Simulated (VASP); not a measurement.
Write the native input for VASP 6.6.1 that does the following.

```yaml
Task: single point
Functional: PBE
Potentials_or_basis: VASP PAW PBE potentials, release 64 (Ru_pv, Li_sv)
Cutoff: 520 eV
k_mesh: 3 × 2 × 3
Occupations: fermi-dirac, width 0.1 eV
Spin: no spin polarisation
Dipole_correction: no
Further_INCAR_settings: ALGO = Normal; EDIFF = 1e-06; NBANDS = 98
```

The structure of LiRu12 (a cell with a defect) lies in POSCAR:

```
LiRu12
1.0
    5.4000000000      0.0000000000      0.0000000000
   -4.0500000000      7.0148060000      0.0000000000
    0.0000000000      0.0000000000      4.2768000000
Ru Li
12 1
Direct
    0.0182699509      0.0000142556     -0.0353301534
    0.1512331579      0.2122368031      0.5073185559
    0.0009914683      0.3465812169     -0.0082772166
    0.1464728193      0.5350254875      0.4814347175
   -0.0313929794      0.6497970151      0.0079732510
    0.1698992891      0.8889768299      0.4437429854
    0.5470495024      0.0301647686      0.0385802469
    0.6590167239      0.2329358788      0.5329919566
    0.4665373570      0.3291609205      0.0316124205
    0.6512754219      0.5399721674      0.5136550692
    0.5187611075      0.6694839458      0.0085811822
    0.6984166983      0.8946790546      0.4817620651
    0.3244572625      0.7675479550      0.7405069211
```

These files were run (other wordings do the same):

INCAR

```
ALGO     = Normal         # electronic algorithm
EDIFF    = 1E-6           # SCF threshold, eV
ENCUT    = 520            # plane-wave cutoff, eV
GGA      = PE             # functional
ISIF     = 2              # what is computed and relaxed
ISMEAR   = -1             # smearing method
LASPH    = T              # aspherical terms in the spheres
LCHARG   = T              # write CHGCAR
LELF     = T              # ELF
LREAL    = F              # projectors in reciprocal space
LVHAR    = T            
LWAVE    = F              # write WAVECAR
NBANDS   = 98             # bands
NELM     = 100            # most SCF steps
PREC     = Accurate       # precision mode
SIGMA    = 0.1            # smearing width, eV
```

KPOINTS

```
k-points
0
Gamma
  3 2 3
```

Potentials or basis: VASP PAW PBE potentials, release 64 (Ru_pv, Li_sv).

The run is started by

```sh
$ cat potpaw_PBE.64/Ru_pv/POTCAR potpaw_PBE.64/Li_sv/POTCAR > POTCAR
$ mpirun -np 1 vasp_std > vasp.out
```

It gave:

```
Largest force          : 2.299 eV/Å
Band gap on the k mesh : zero (an odd number of electrons rules out a gap without spin polarisation)
```

Caveat: the k points lie up to 0.49 Å⁻¹ apart, too coarse for converged energies and pressures of a metal; the atoms stand as in a frame of molecular dynamics.

Wall time 4.1 min on 1 thread of Intel(R) Xeon(R) Platinum 8488C (Sapphire Rapids), on a shared host, peak memory 0.32 GiB.
